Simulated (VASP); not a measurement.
Input of a VASP 6.6.1 run:

File INCAR:

```
SYSTEM = Zn2C
ALGO = Normal
EDIFF = 1E-6
EDIFFG = -0.005
ENCUT = 600
GGA = PE
IBRION = 2
ISIF = 3
ISMEAR = -1
LASPH = .True.
LCHARG = .False.
LREAL = .False.
LWAVE = .False.
NELM = 60
NSW = 100
PREC = Accurate
SIGMA = 0.08
```

The input KPOINTS:

```
k-points
0
Gamma
  11 11 11
  0 0 0
```

File POSCAR:

```
Zn2C
1.0
    0.0000000000      2.6198179087      2.6198179087
    2.6198179087      0.0000000000      2.6198179087
    2.6198179087      2.6198179087      0.0000000000
C Zn
1 2
Direct
    0.0000000000      0.0000000000      0.0000000000
    0.2500000000      0.2500000000      0.2500000000
    0.7500000000      0.7500000000      0.7500000000
```

Potentials or basis: VASP PAW PBE potentials, release 64 (C, Zn).

Launch:

```console
$ cat potpaw_PBE.64/C/POTCAR potpaw_PBE.64/Zn/POTCAR > POTCAR
$ mpirun -np 1 vasp_std > vasp.out
```

**Question.** Predict the relaxed volume.

**Answer.** 11.82 Å³/atom.

**Question.** What does it give for the space group after relaxing (to 0.05 Å)?

**Answer.** Fm-3m (No. 225).

**Question.** Estimate the relaxed cell.

**Answer.** a = 3.688 Å, b = 3.688 Å, c = 3.688 Å, α = 60.00°, β = 60.00°, γ = 60.00°.

Final structure:
```
C Zn
1.0
     0.00000    2.60776    2.60776
     2.60776    0.00000    2.60776
     2.60776    2.60776    0.00000
C Zn
1 2
Direct
  0.00000 0.00000 0.00000
  0.25000 0.25000 0.25000
  0.75000 0.75000 0.75000
```
